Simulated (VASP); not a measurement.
# P (Cmce) in VASP: single point with PBE

Aim: the single point of P with PBE.

Program: VASP 6.6.1. These are calculated values, not measurements. Logs are shortened: lines on timing, memory, paths and dates and some standing lists are left out, and cuts for length are marked.

## (1) The cell of the first run

It takes space group Cmce (No. 64, orthorhombic). Conventional cell: a = 3.267 Å, b = 9.975 Å, c = 4.075 Å, α = 90.00°, β = 90.00°, γ = 90.00°. Within 2.9 Å of P (site symmetry m) lie 3 P at 2.22 to 2.28 Å.

## (2) Single point, PBE (As replaced by P, lengths x 0.939, strained)

Input file INCAR:

```
  PREC = Accurate
  ENCUT = 520
  EDIFF = 1E-7
  ISMEAR = 0
  SIGMA = 0.1
  LREAL = F
  LASPH = T
  NELM = 100
  ALGO = Normal
  ISIF = 2
  LWAVE = F
  LCHARG = T
  GGA = PE
  LELF = T
  LVHAR = T
  NBANDS = 18
```

Input file KPOINTS:

```
Automatic mesh
0
Gamma
  14 14 10
```

Input file POSCAR:

```
P
1.0
    1.6335487891     -4.9875107395      0.0000000000
    1.6335487891      4.9875107395      0.0000000000
    0.0000000000      0.0000000000      4.0746517139
P
4
Direct
    0.1111792964      0.8888207036      0.9339484716
    0.6111792964      0.3888207036      0.5660515284
    0.8888207036      0.1111792964      0.0660515284
    0.3888207036      0.6111792964      0.4339484716
```

Potentials or basis: VASP PAW PBE potentials, release 64 (P).

Command:

```
> cat potpaw_PBE.64/P/POTCAR > POTCAR
> mpirun -np 1 vasp_std > vasp.out
```

OUTCAR:

```text
PREC = Accurate
   ENCUT = 520
   EDIFF = 1E-7
   ISMEAR = 0
   LREAL = F
   LASPH = T
   NELM = 100
   ISIF = 2
   GGA = PE

 ion  position               nearest neighbor table
   1  0.111  0.889  0.934-   2 2.22   2 2.22   3 2.28
   2  0.611  0.389  0.566-   1 2.22   1 2.22   4 2.28
   3  0.889  0.111  0.066-   4 2.22   4 2.22   1 2.28
   4  0.389  0.611  0.434-   3 2.22   3 2.22   2 2.28

  LATTYP: Found a base centered orthorhombic cell.
 ALAT       =     3.2670975782
 B/A-ratio  =     3.0531752543
 C/A-ratio  =     1.2471778441

  Lattice vectors:

 A1 = (   1.6335487891,  -4.9875107395,   0.0000000000)
 A2 = (   1.6335487891,   4.9875107395,   0.0000000000)
 A3 = (   0.0000000000,   0.0000000000,   4.0746517139)

Analysis of symmetry for initial positions (statically):
=====================================================================
 Subroutine PRICEL returns:
 Original cell was already a primitive cell.

 Routine SETGRP: Setting up the symmetry group for a
 base centered orthorhombic supercell.

 Subroutine GETGRP returns: Found  8 space group operations
 (whereof  4 operations were pure point group operations)
 out of a pool of  8 trial point group operations.

The static configuration has the point symmetry C_2h.
 The point group associated with its full space group is D_2h.

Analysis of symmetry for dynamics (positions and initial velocities):
=====================================================================
 Subroutine PRICEL returns:
 Original cell was already a primitive cell.

 Routine SETGRP: Setting up the symmetry group for a
 base centered orthorhombic supercell.

 Subroutine GETGRP returns: Found  8 space group operations
 (whereof  4 operations were pure point group operations)
 out of a pool of  8 trial point group operations.

The dynamic configuration has the point symmetry C_2h.
 The point group associated with its full space group is D_2h.

 Subroutine INISYM returns: Found  8 space group operations
 (whereof  4 operations are pure point group operations),
 and found     1 'primitive' translations

----------------------------------------------------------------------------------------

                                     Primitive cell

  volume of cell :      66.3952

  direct lattice vectors                    reciprocal lattice vectors
     1.633548789 -4.987510740  0.000000000     0.306082073 -0.100250411  0.000000000
     1.633548789  4.987510740  0.000000000     0.306082073  0.100250411  0.000000000
[... 92 lines left out ...]
   NSW    =      0    number of steps for IOM
   IBRION =     -1    ionic relax: 0-MD 1-quasi-New 2-CG
   NFREE  =      0    steps in history (QN), initial steepest desc. (CG)
   ISIF   =      2    stress and relaxation
   ISYM   =      2    0-nonsym 1-usesym 2-fastsym
   POTIM  = 0.5000    time-step for ionic-motion
   TEBEG  =    0.0;   TEEND  =   0.0 temperature during run
   PSTRESS=    0.0 pullay stress
   NELECT =      20.0000    total number of electrons
   NUPDOWN=      -1.0000    fix difference up-down
   EMIN   =  10.00;   EMAX   =-10.00  energy-range for DOS
   EFERMI =   0.00;   METHOD = LEGACY
   ISMEAR =     0;   SIGMA  =   0.10  broadening in eV -4-tet -1-fermi 0-gaus
   EFERMI_NEDOS =   21; number of points for ismear=-14 and -15
   IALGO  =     38    algorithm
   IMIX   =      4    mixing-type and parameters
     AMIX     =   0.40;   BMIX     =  1.00
     AMIX_MAG =   1.60;   BMIX_MAG =  1.00
  volume/ion in A,a.u.               =      16.60       112.01
  Fermi-wavevector in a.u.,A,eV,Ry     =   1.097420  2.073822 16.385899  1.204330
  Thomas-Fermi vector in A             =   2.233779
   LORBIT       =      0    0 simple, 1 ext, 2 COOP (PROOUT), +10 PAW based schemes
   GGA     = PE    functional components
   LHFCALC =     F    Hartree Fock is set to
   AEXX    =    0.0000 exact exchange contribution
   IVDW    =     0    specifies the selected vdW correction
   LEPSILON=     F    determine dielectric tensor
   LRPA    =     F    only Hartree local field effects (RPA)
 non-spin polarized calculation
 Gauss-broadening in eV      SIGMA  =   0.10
  energy-cutoff  :      520.00
  volume of cell :       66.40
 maximum number of plane-waves:      1805
   NGX = 19   NGY = 19   NGZ = 15

 number of electron      19.9999997 magnetization

 Free energy of the ion-electron system (eV)
  ---------------------------------------------------
  ext. energy  EPLUGINS =         0.00000000
  ---------------------------------------------------
  free energy    TOTEN  =       -21.22418744 eV

  energy without entropy =      -21.22280524  energy(sigma->0) =      -21.22349634

 E-fermi :   8.0822     XC(G=0): -10.5925

 val. band max:        8.0590990725   @ k =  -0.2857   0.2857   0.4000
 cond. band min:       8.0863928671   @ k =  -0.4286   0.2857   0.0000
 fundamental gap:      0.0272937945
 Fermi energy:         8.0822002063

 k-point     1 :       0.0000    0.0000    0.0000
  band No.  band energies     occupation
      1      -8.0731      2.00000
      2      -4.5944      2.00000
      3      -0.7097      2.00000
      4       0.4558      2.00000
      5       2.7898      2.00000
      6       4.0780      2.00000
[... 481 lines left out ...]
      5       2.4063      2.00000
      6       3.2186      2.00000
[... 10 lines left out ...]
     17      14.4846      0.00000
     18      16.0089      0.00000

 [... further k-points ...]

------------------------ aborting loop because EDIFF is reached ----------------------------------------

  FORCE on cell =-STRESS in cart. coord.  units (eV):
  Direction    XX          YY          ZZ          XY          YZ          ZX
  --------------------------------------------------------------------------------------
  -------------------------------------------------------------------------------------
  Total        3.1254376      1.4705709      1.8795422      0.0000000      0.0000000      0.0000000
  in kB       75.4197296     35.4862507     45.3551103      0.0000000      0.0000000      0.0000000
  external PRESSURE =      52.0870302 kB  Pullay stress =       0.0000000 kB

 VOLUME and BASIS-vectors are now :
 -----------------------------------------------------------------------------
  energy-cutoff  :      520.00
  volume of cell :       66.40
      direct lattice vectors                 reciprocal lattice vectors
     1.633548789 -4.987510740  0.000000000     0.306082073 -0.100250411  0.000000000
     1.633548789  4.987510740  0.000000000     0.306082073  0.100250411  0.000000000
     0.000000000  0.000000000  4.074651714     0.000000000  0.000000000  0.245419749

 POSITION                                       TOTAL-FORCE (eV/Angst)
 -----------------------------------------------------------------------------------
      1.63355      3.87849      3.80551         0.000000      0.334680     -0.095925
      1.63355     -1.10902      2.30646         0.000000      0.334680      0.095925
      1.63355     -3.87849      0.26914         0.000000     -0.334680      0.095925
      1.63355      1.10902      1.76819         0.000000     -0.334680     -0.095925
 -----------------------------------------------------------------------------------
    total drift:                                0.000000     -0.000000      0.000000

  FREE ENERGIE OF THE ION-ELECTRON SYSTEM (eV)
  ---------------------------------------------------
  free  energy   TOTEN  =       -21.2241874413 eV

  energy  without entropy=      -21.2228052441  energy(sigma->0) =      -21.22349634
```

OSZICAR:

```text
N       E                     dE             d eps       ncg     rms          rms(c)
DAV:   1     0.533333294163E+02    0.53333E+02   -0.84795E+03 12312   0.959E+02
DAV:   2    -0.181096709579E+02   -0.71443E+02   -0.68588E+02 16460   0.152E+02
DAV:   3    -0.213272796615E+02   -0.32176E+01   -0.31899E+01 16106   0.315E+01
DAV:   4    -0.213562730072E+02   -0.28993E-01   -0.28968E-01 15918   0.364E+00
DAV:   5    -0.213566268340E+02   -0.35383E-03   -0.35377E-03 15760   0.385E-01    0.105E+01
DAV:   6    -0.212610416494E+02    0.95585E-01   -0.56578E-02 14924   0.133E+00    0.614E+00
DAV:   7    -0.212246658518E+02    0.36376E-01   -0.93569E-02 15024   0.170E+00    0.340E-01
DAV:   8    -0.212241163642E+02    0.54949E-03   -0.13125E-02 13858   0.679E-01    0.178E-01
DAV:   9    -0.212241736027E+02   -0.57238E-04   -0.61522E-04 15680   0.145E-01    0.912E-02
DAV:  10    -0.212241792529E+02   -0.56502E-05   -0.62650E-05 15410   0.432E-02    0.450E-02
DAV:  11    -0.212241871569E+02   -0.79040E-05   -0.13767E-05 14080   0.251E-02    0.954E-03
DAV:  12    -0.212241874445E+02   -0.28759E-06   -0.30690E-07 15562   0.352E-03    0.327E-03
DAV:  13    -0.212241874413E+02    0.31539E-08   -0.15041E-07 10250   0.258E-03
   1 F= -.21224187E+02 E0= -.21223496E+02  d E =-.138220E-02
```

stdout:

```text
POSCAR found type information on POSCAR P
 POSCAR found :  1 types and       4 ions
 scaLAPACK will be used
 LDA part: xc-table for (Slater+PW92), standard interpolation
 POSCAR, INCAR and KPOINTS ok, starting setup
 FFT: planning ... GRIDC
 FFT: planning ... GRID_SOFT
 FFT: planning ... GRID
 WAVECAR not read
 entering main loop
```

It took 10 min on 1 thread of Intel Xeon 8259CL, shared host; peak memory 0.41 GiB.

What came out:

- Free energy: -21.2242 eV
- Pressure: 5.2 GPa
- Largest force: 0.348 eV/Å
- Band gap on the k mesh: zero (bands 10 and 11 overlap by 0.55 eV)

Forces in eV/Å, atoms in the order of the input:
```
P    0.000  0.335 -0.096
P    0.000  0.335  0.096
P    0.000 -0.335  0.096
P    0.000 -0.335 -0.096
```

Stress tensor (GPa, compression positive):
```
7.54 0.00 0.00
0.00 3.55 0.00
0.00 0.00 4.54
```

Caveat: the cell differs from its parent crystal (As replaced by P, lengths x 0.939, strained); the cell stands under pressure.
